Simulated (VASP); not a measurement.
Here is a VASP 6.6.1 calculation.

Contents of INCAR:

```
  ALGO = Normal
  EDIFF = 1E-7
  ENCUT = 520
  ISIF = 2
  ISMEAR = 0
  LASPH = True
  LCHARG = False
  LREAL = False
  LWAVE = False
  NBANDS = 17
  NELM = 100
  PREC = Accurate
  SIGMA = 0.05
```

The input KPOINTS:

```
k-points
0
Gamma
  7 7 7
```

The input POSCAR:

```
PbS
1.0
    3.6536590000      0.0000000000      0.0000000000
    0.0000000000      3.6536590000      0.0000000000
    0.0000000000      0.0000000000      3.6536590000
Pb S
1 1
Direct
    0.0000000000      0.0000000000      0.0000000000
    0.5000000000      0.5000000000      0.5000000000
```

Potentials or basis: VASP PAW LDA potentials, release 64 (Pb_d, S).

Launch:

```console
$ cat potpaw_LDA.64/Pb_d/POTCAR potpaw_LDA.64/S/POTCAR > POTCAR
$ mpirun -np 1 vasp_std > vasp.out
```

Estimate the pressure.

-5.3 GPa.
